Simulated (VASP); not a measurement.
# Cd (Im-3m) in VASP: further runs

Cd is run at these levels: PBE; tasks: single point, relaxation of cell and atoms.

Program: VASP 6.6.1. These are calculated values, not measurements. Logs are shortened: lines on timing, memory, paths and dates and some standing lists are left out, and cuts for length are marked.

## (1) The cell of the first run

The structure is cubic, space group Im-3m (No. 229). The conventional cell has a = 3.600 Å, b = 3.600 Å, c = 3.600 Å, α = 90.00°, β = 90.00°, γ = 90.00°. Within 4.1 Å of Cd (site symmetry m-3m) lie 14 Cd at 3.12 to 3.60 Å.

This isn't the form of Cd at room conditions, which is hcp.

## (2) Single point, PBE

File INCAR:

```
SYSTEM = Cd
PREC     = Accurate       ! precision mode
ENCUT    = 520            ! plane-wave cutoff, eV
EDIFF    = 1E-7           ! SCF threshold, eV
ISMEAR   = -1             ! smearing method
SIGMA    = 0.05           ! smearing width, eV
LREAL    = .FALSE.        ! projectors in reciprocal space
LASPH    = .TRUE.         ! aspherical terms in the spheres
NELM     = 60             ! most SCF steps
ALGO     = Normal         ! electronic algorithm
ISIF     = 2              ! what is computed and relaxed
LWAVE    = .FALSE.        ! write WAVECAR
LCHARG   = .FALSE.        ! write CHGCAR
GGA      = PE             ! functional
NBANDS   = 12             ! bands
```

File KPOINTS:

```
Automatic mesh
0
G
  16 16 16
  0 0 0
```

File POSCAR:

```
Cd
1.0
   -1.8001514433      1.8001514433      1.8001514433
    1.8001514433     -1.8001514433      1.8001514433
    1.8001514433      1.8001514433     -1.8001514433
Cd
1
Direct
    0.0000000000      0.0000000000      0.0000000000
```

Potentials or basis: VASP PAW PBE potentials, release 64 (Cd).

The run is started by

```console
$ cat potpaw_PBE.64/Cd/POTCAR > POTCAR
$ mpirun -np 1 vasp_std > vasp.out
```

OUTCAR:

```text
SYSTEM = Cd
   PREC = Accurate
   ENCUT = 520
   EDIFF = 1E-7
   ISMEAR = -1
   LREAL = .FALSE.
   LASPH = .TRUE.
   NELM = 60
   ISIF = 2
   GGA = PE

 ion  position               nearest neighbor table
   1  0.000  0.000  0.000-

  LATTYP: Found a body centered cubic cell.
 ALAT       =     3.6003028866

  Lattice vectors:

 A1 = (  -1.8001514433,   1.8001514433,   1.8001514433)
 A2 = (   1.8001514433,  -1.8001514433,   1.8001514433)
 A3 = (   1.8001514433,   1.8001514433,  -1.8001514433)

Analysis of symmetry for initial positions (statically):
=====================================================================
 Subroutine PRICEL returns:
 Original cell was already a primitive cell.

 Routine SETGRP: Setting up the symmetry group for a
 body centered cubic supercell.

 Subroutine GETGRP returns: Found 48 space group operations
 (whereof 48 operations were pure point group operations)
 out of a pool of 48 trial point group operations.

The static configuration has the point symmetry O_h .

Analysis of symmetry for dynamics (positions and initial velocities):
=====================================================================
 Subroutine PRICEL returns:
 Original cell was already a primitive cell.

 Routine SETGRP: Setting up the symmetry group for a
 body centered cubic supercell.

 Subroutine GETGRP returns: Found 48 space group operations
 (whereof 48 operations were pure point group operations)
 out of a pool of 48 trial point group operations.

The dynamic configuration has the point symmetry O_h .

 Subroutine INISYM returns: Found 48 space group operations
 (whereof 48 operations are pure point group operations),
 and found     1 'primitive' translations

----------------------------------------------------------------------------------------

                                     Primitive cell

  volume of cell :      23.3339

  direct lattice vectors                    reciprocal lattice vectors
    -1.800151443  1.800151443  1.800151443     0.000000000  0.277754409  0.277754409
     1.800151443 -1.800151443  1.800151443     0.277754409  0.000000000  0.277754409
     1.800151443  1.800151443 -1.800151443     0.277754409  0.277754409  0.000000000

  length of vectors
     3.117953761  3.117953761  3.117953761     0.392804052  0.392804052  0.392804052

  position of ions in fractional coordinates (direct lattice)
     0.000000000  0.000000000  0.000000000

  ion indices of the primitive-cell ions
   primitive index   ion index
                 1           1

----------------------------------------------------------------------------------------

 KPOINTS: Automatic mesh

Automatic generation of k-mesh.
 Grid dimensions read from file:
 generate k-points for:   16   16   16

 Generating k-lattice:

  Cartesian coordinates                     Fractional coordinates (reciprocal lattice)
     0.000000000  0.017359651  0.017359651     0.062500000  0.000000000  0.000000000
     0.017359651  0.000000000  0.017359651     0.000000000  0.062500000  0.000000000
     0.017359651  0.017359651  0.000000000     0.000000000  0.000000000  0.062500000

  Length of vectors
     0.024550253  0.024550253  0.024550253

  Shift w.r.t. Gamma in fractional coordinates (k-lattice)
     0.000000000  0.000000000  0.000000000

 Subroutine IBZKPT returns following result:
 ===========================================

 Found    145 irreducible k-points:

 Following reciprocal coordinates:
            Coordinates               Weight
  0.000000  0.000000  0.000000      1.000000
  0.062500  0.000000  0.000000     12.000000
  0.125000  0.000000  0.000000     12.000000
  0.187500  0.000000  0.000000     12.000000
  0.250000  0.000000  0.000000     12.000000
  0.312500  0.000000  0.000000     12.000000
[... 16 lines left out ...]
  0.187500  0.187500  0.000000     24.000000
  0.250000  0.187500  0.000000     48.000000
 [... further k-points ...]
   k-points           NKPTS =    145   k-points in BZ     NKDIM =    145   number of bands    NBANDS=     12
   number of dos      NEDOS =    301   number of ions     NIONS =      1
   total plane-waves  NPLWV =  13824
   dimension x,y,z NGX =    24 NGY =   24 NGZ =   24
   dimension x,y,z NGXF=    48 NGYF=   48 NGZF=   48
   ions per type =               1
   NGX,Y,Z   is equivalent  to a cutoff of  12.80, 12.80, 12.80 a.u.
   NGXF,Y,Z  is equivalent  to a cutoff of  25.59, 25.59, 25.59 a.u.
 SYSTEM =  Cd
   PREC   = accura    normal or accurate (medium, high low for compatibility)
   ISTART =      0    job   : 0-new  1-cont  2-samecut
   ICHARG =      2    charge: 1-file 2-atom 10-const
   ISPIN  =      1    spin polarized calculation?
   LNONCOLLINEAR =      F non collinear calculations
   LSORBIT =      F    spin-orbit coupling
   LASPH  =      T    aspherical Exc in radial PAW
   ENCUT  =  520.0 eV  38.22 Ry    6.18 a.u.   5.80  5.80  5.80*2*pi/ulx,y,z
   NELM   =     60;   NELMIN=  2; NELMDL= -5     # of ELM steps
   EDIFF  = 0.1E-06   stopping-criterion for ELM
   LREAL  =      F    real-space projection
   EDIFFG = 0.1E-05   stopping-criterion for IOM
   NSW    =      0    number of steps for IOM
   IBRION =     -1    ionic relax: 0-MD 1-quasi-New 2-CG
   NFREE  =      0    steps in history (QN), initial steepest desc. (CG)
   ISIF   =      2    stress and relaxation
   ISYM   =      2    0-nonsym 1-usesym 2-fastsym
   POTIM  = 0.5000    time-step for ionic-motion
   TEBEG  =    0.0;   TEEND  =   0.0 temperature during run
   PSTRESS=    0.0 pullay stress
   NELECT =      12.0000    total number of electrons
   NUPDOWN=      -1.0000    fix difference up-down
   EMIN   =  10.00;   EMAX   =-10.00  energy-range for DOS
   EFERMI =   0.00;   METHOD = LEGACY
   ISMEAR =    -1;   SIGMA  =   0.05  broadening in eV -4-tet -1-fermi 0-gaus
   EFERMI_NEDOS =   21; number of points for ismear=-14 and -15
   IALGO  =     38    algorithm
   IMIX   =      4    mixing-type and parameters
     AMIX     =   0.40;   BMIX     =  1.00
     AMIX_MAG =   1.60;   BMIX_MAG =  1.00
  volume/ion in A,a.u.               =      23.33       157.46
  Fermi-wavevector in a.u.,A,eV,Ry     =   1.311614  2.478592 23.406546  1.720333
  Thomas-Fermi vector in A             =   2.442064
   LORBIT       =      0    0 simple, 1 ext, 2 COOP (PROOUT), +10 PAW based schemes
   GGA     = PE    functional components
   LHFCALC =     F    Hartree Fock is set to
   AEXX    =    0.0000 exact exchange contribution
   IVDW    =     0    specifies the selected vdW correction
   LEPSILON=     F    determine dielectric tensor
   LRPA    =     F    only Hartree local field effects (RPA)
 non-spin polarized calculation
  energy-cutoff  :      520.00
  volume of cell :       23.33
 maximum number of plane-waves:       664
   NGX = 11   NGY = 11   NGZ = 11

 number of electron      12.0000007 magnetization

 Free energy of the ion-electron system (eV)
  ---------------------------------------------------
  ext. energy  EPLUGINS =         0.00000000
  ---------------------------------------------------
  free energy    TOTEN  =        -0.69572611 eV

  energy without entropy =       -0.69367776  energy(sigma->0) =       -0.69470193

 E-fermi :   2.4343     XC(G=0): -10.6387

 val. band max:        2.3647458064   @ k =   0.3750   0.1250   0.0625
 cond. band min:       2.5196831993   @ k =   0.5000   0.5000   0.2500
 fundamental gap:      0.1549373929
 Fermi energy:         2.4342711907

 k-point     1 :       0.0000    0.0000    0.0000
  band No.  band energies     occupation
      1      -6.6663      2.00000
      2      -6.6663      2.00000
      3      -6.6663      2.00000
      4      -6.0984      2.00000
      5      -6.0984      2.00000
      6      -5.9271      2.00000
      7      17.6543      0.00000
      8      17.6543      0.00000
      9      17.6543      0.00000
     10      17.9168      0.00000
     11      17.9168      0.00000
     12      17.9168      0.00000

 k-point     2 :       0.0625    0.0000    0.0000
  band No.  band energies     occupation
      1      -6.6774      2.00000
      2      -6.6622      2.00000
      3      -6.6335      2.00000
      4      -6.1108      2.00000
      5      -6.0980      2.00000
      6      -5.8245      2.00000
      7      16.3096      0.00000
      8      17.1588      0.00000
      9      17.2964      0.00000
     10      17.4794      0.00000
     11      17.6017      0.00000
     12      17.8811      0.00000

 k-point     3 :       0.1250    0.0000    0.0000
  band No.  band energies     occupation
      1      -6.7087      2.00000
      2      -6.6642      2.00000
      3      -6.5388      2.00000
      4      -6.1433      2.00000
      5      -6.0967      2.00000
      6      -5.5049      2.00000
      7      13.9084      0.00000
      8      16.0396      0.00000
      9      16.1022      0.00000
     10      17.0901      0.00000
     11      17.2224      0.00000
     12      18.2363      0.00000
[... 286 lines left out ...]
 k-point    23 :       0.1875    0.1875    0.0000
  band No.  band energies     occupation
      1      -6.8469      2.00000
      2      -6.6952      2.00000
      3      -6.2413      2.00000
      4      -6.2079      2.00000
      5      -6.0496      2.00000
      6      -2.9495      2.00000
      7       8.1204      0.00000
      8       8.9463      0.00000
      9      12.7605      0.00000
     10      17.4069      0.00000
     11      18.4390      0.00000
     12      21.0827      0.00000

 k-point    24 :       0.2500    0.1875    0.0000
  band No.  band energies     occupation
      1      -6.8842      2.00000
      2      -6.7140      2.00000
      3      -6.2217      2.00000
      4      -6.1867      2.00000
      5      -5.9955      2.00000
      6      -1.8601      2.00000
      7       6.2740      0.00000
      8       8.0254      0.00000
      9      12.2013      0.00000
     10      17.3705      0.00000
     11      18.9513      0.00000
     12      21.4800      0.00000

 [... further k-points ...]

------------------------ aborting loop because EDIFF is reached ----------------------------------------

  FORCE on cell =-STRESS in cart. coord.  units (eV):
  Direction    XX          YY          ZZ          XY          YZ          ZX
  --------------------------------------------------------------------------------------
  -------------------------------------------------------------------------------------
  Total        0.0312113      0.0312113      0.0312113      0.0000000      0.0000000      0.0000000
  in kB        2.1430638      2.1430638      2.1430638      0.0000000      0.0000000      0.0000000
  external PRESSURE =       2.1430638 kB  Pullay stress =       0.0000000 kB

 VOLUME and BASIS-vectors are now :
 -----------------------------------------------------------------------------
  energy-cutoff  :      520.00
  volume of cell :       23.33
      direct lattice vectors                 reciprocal lattice vectors
    -1.800151443  1.800151443  1.800151443     0.000000000  0.277754409  0.277754409
     1.800151443 -1.800151443  1.800151443     0.277754409  0.000000000  0.277754409
     1.800151443  1.800151443 -1.800151443     0.277754409  0.277754409  0.000000000

 POSITION                                       TOTAL-FORCE (eV/Angst)
 -----------------------------------------------------------------------------------
      0.00000      0.00000      0.00000        -0.000000      0.000000     -0.000000
 -----------------------------------------------------------------------------------
    total drift:                                0.000000      0.000000     -0.000000

  FREE ENERGIE OF THE ION-ELECTRON SYSTEM (eV)
  ---------------------------------------------------
  free  energy   TOTEN  =        -0.6957261097 eV

  energy  without entropy=       -0.6936777551  energy(sigma->0) =       -0.69470193
```

Run time: 27 s. Hardware: 1 thread of Intel Xeon 8259CL, shared host; peak memory 0.16 GiB.

Results:

```yaml
Free_energy: -0.6957 eV
Pressure: 0.2 GPa
Band_gap_on_the_k_mesh: zero (bands 6 and 7 overlap by 4.40 eV)
```

Levels at points of the mesh, in eV from the Fermi level:
```tsv
k point	band 4	band 5	band 6	band 7	band 8	band 9
(0.00, 0.00, 0.00)	-8.53	-8.53	-8.36	15.22	15.22	15.22
(0.50, 0.00, 0.00)	-8.51	-8.15	-1.89	-1.02	9.00	9.79
(0.50, 0.50, 0.50)	-8.24	-8.24	3.38	3.38	3.38	5.23
```

## (3) Single point, PBE

This run uses another cell than the first one, of 24.24 Å³/atom.

File INCAR:

```
ALGO = Normal
EDIFF = 1E-7
ENCUT = 520
GGA = PE
ISIF = 2
ISMEAR = -1
LASPH = True
LCHARG = True
LELF = True
LREAL = False
LVHAR = True
LWAVE = False
NBANDS = 12
NELM = 60
PREC = Accurate
SIGMA = 0.05
```

File KPOINTS:

```
k-points
0
Gamma
  16 16 16
```

File POSCAR:

```
Cd
1.0
   -1.8232631645      1.8232631645      1.8232631645
    1.8232631645     -1.8232631645      1.8232631645
    1.8232631645      1.8232631645     -1.8232631645
Cd
1
Direct
    0.0000000000      0.0000000000      0.0000000000
```

Potentials or basis: VASP PAW PBE potentials, release 64 (Cd).

The run is started by

```console
$ cat potpaw_PBE.64/Cd/POTCAR > POTCAR
$ mpirun -np 1 vasp_std > vasp.out
```

Run time: 26 s. Hardware: 1 thread of Intel Xeon 8259CL, shared host; peak memory 0.17 GiB.

It converged, with:

| Quantity | Value |
| --- | --- |
| Free energy | -0.6929 eV |
| Pressure | -1.1 GPa |
| Band gap on the k mesh | zero (bands 6 and 7 overlap by 4.43 eV) |

Levels at points of the mesh, in eV from the Fermi level:
```
           k point  band 2  band 3  band 4  band 5  band 6  band 7  band 8  band 9  band 10  band 11
(0.00, 0.00, 0.00)   -8.98   -8.98   -8.46   -8.46   -8.07   14.99   14.99   14.99    15.06    15.06
(0.50, 0.00, 0.00)   -9.24   -8.48   -8.44   -8.10   -1.72   -1.05    8.79    9.65    12.92    13.32
(0.50, 0.50, 0.50)   -9.36   -8.19   -8.19   -8.19    3.37    3.37    3.37    4.91     7.65     7.65
```

## (4) Relaxation of cell and atoms, PBE

This run uses another cell than the first one, of 23.11 Å³/atom.

File INCAR:

```
PREC = Accurate
ENCUT = 600
EDIFF = 1E-7
ISMEAR = -1
SIGMA = 0.05
LREAL = False
LASPH = True
NELM = 80
ALGO = Normal
ISIF = 3
LWAVE = False
LCHARG = False
GGA = PE
IBRION = 2
NSW = 60
EDIFFG = -0.005
```

File KPOINTS:

```
regular mesh
0
Gamma
  16 16 16
```

File POSCAR:

```
Cd
1.0
   -1.7942719145      1.7942719145      1.7942719145
    1.7942719145     -1.7942719145      1.7942719145
    1.7942719145      1.7942719145     -1.7942719145
Cd
1
Direct
    0.0000000000      0.0000000000      0.0000000000
```

The run is started by

```console
$ cat potpaw_PBE.64/Cd/POTCAR > POTCAR
$ mpirun -np 1 vasp_std > vasp.out
```

Run time: 75 s. Hardware: 1 thread of Intel Xeon 8259CL, shared host; peak memory 0.2 GiB.

It converged, with:

| Property | Result |
| --- | --- |
| Free energy | -0.6952 eV |
| Relaxed volume | 23.41 Å³/atom |
| Relaxed cell | a = 3.121 Å, b = 3.121 Å, c = 3.121 Å, α = 109.47°, β = 109.47°, γ = 109.47° |
| Space group after relaxing (to 0.1 Å) | Im-3m (No. 229) |
| Energy gained by relaxing | 0.5 meV/atom |
| Ionic steps | 3 |
| Pressure after relaxing | 0.0 GPa |
| Band gap on the k mesh | zero (bands 6 and 7 overlap by 4.40 eV) |

The path:
```
step  energy change (eV)  largest force (eV/Å)  pressure (GPa)  volume (Å³)
   1              0.0000                0.0000            0.52        23.11
   2             -0.0005                0.0000            0.08        23.36
   3             -0.0005                0.0000            0.00        23.41
```

Final structure:
```
Cd
1.0
    -1.80202    1.80202    1.80202
     1.80202   -1.80202    1.80202
     1.80202    1.80202   -1.80202
Cd
1
Direct
  0.00000 0.00000 0.00000
```

Levels at points of the mesh, in eV from the Fermi level:
| k point | band 3 | band 4 | band 5 | band 6 | band 7 | band 8 | band 9 | band 10 |
| --- | --- | --- | --- | --- | --- | --- | --- | --- |
| (0.00, 0.00, 0.00) | -9.09 | -8.53 | -8.53 | -8.34 | 15.21 | 15.21 | 15.21 | 15.44 |
| (0.50, 0.00, 0.00) | -8.56 | -8.51 | -8.15 | -1.87 | -1.02 | 8.98 | 9.78 | 13.17 |
| (0.50, 0.50, 0.50) | -8.24 | -8.24 | -8.24 | 3.38 | 3.38 | 3.38 | 5.20 | 7.77 |

## (5) Relaxation of cell and atoms, PBE

File INCAR:

```
SYSTEM = Cd
PREC = Accurate ; ENCUT = 600
EDIFF = 1E-7 ; ISMEAR = -1
SIGMA = 0.05 ; LREAL = .FALSE.
LASPH = .TRUE. ; NELM = 80
ALGO = Normal ; ISIF = 3
LWAVE = .FALSE. ; LCHARG = .FALSE.
GGA = PE ; IBRION = 2
NSW = 45 ; EDIFFG = -0.005
```

File KPOINTS:

```
Automatic mesh
0
G
  16 16 16
  0 0 0
```

File POSCAR:

```
Cd
1.0
   -1.8001514433      1.8001514433      1.8001514433
    1.8001514433     -1.8001514433      1.8001514433
    1.8001514433      1.8001514433     -1.8001514433
Cd
1
Direct
    0.0000000000      0.0000000000      0.0000000000
```

The run is started by

```console
$ cat potpaw_PBE.64/Cd/POTCAR > POTCAR
$ mpirun -np 1 vasp_std > vasp.out
```

It took 52 s on 1 thread of Intel Xeon 8259CL, shared host; peak memory 0.2 GiB.

The run converged. Its results:

* Free energy: -0.6953 eV
* Relaxed volume: 23.39 Å³/atom
* Relaxed cell: a = 3.121 Å, b = 3.121 Å, c = 3.121 Å, α = 109.47°, β = 109.47°, γ = 109.47°
* Space group after relaxing (to 0.1 Å): Im-3m (No. 229)
* Energy gained by relaxing: 0.0 meV/atom
* Ionic steps: 2
* Pressure after relaxing: 0.0 GPa
* Band gap on the k mesh: zero (bands 6 and 7 overlap by 4.40 eV)

Final structure:
```
Cd
1.0
    -1.80167    1.80167    1.80167
     1.80167   -1.80167    1.80167
     1.80167    1.80167   -1.80167
Cd
1
Cartesian
  1.8017 1.8017 1.8017
```

Levels at points of the mesh, in eV from the Fermi level:
```
           k point  band 2  band 3  band 4  band 5  band 6  band 7  band 8  band 9  band 10
(0.00, 0.00, 0.00)   -9.09   -9.09   -8.53   -8.53   -8.34   15.21   15.21   15.21    15.45
(0.50, 0.00, 0.00)   -9.37   -8.56   -8.51   -8.15   -1.88   -1.02    8.99    9.78    13.17
(0.50, 0.50, 0.50)   -9.51   -8.24   -8.24   -8.24    3.38    3.38    3.38    5.21     7.77
```

## (6) The runs side by side

| task | cell | cutoff (eV) | gap on the mesh (eV) | pressure (GPa) | relaxed volume (Å³/atom) |
| --- | --- | --- | --- | --- | --- |
| single point | a = 3.118 Å, angles 109.5°, 1 atom | 520 | none | 0.2 | - |
| single point | a = 3.158 Å, angles 109.5°, 1 atom | 520 | none | -1.1 | - |
| relaxation of cell and atoms | relaxed from a = 3.108 Å, angles 109.5°, 1 atom | 600 | none | 0.0 | 23.41 |
| relaxation of cell and atoms | relaxed from a = 3.118 Å, angles 109.5°, 1 atom | 600 | none | 0.0 | 23.39 |

Alike in all rows: level PBE; potentials or basis VASP PAW PBE potentials, release 64 (Cd); no spin polarisation; k mesh 16 × 16 × 16; smearing fermi-dirac 0.05 eV.

Total energies depend on the potentials used, so only differences within one code and one set of settings carry meaning.
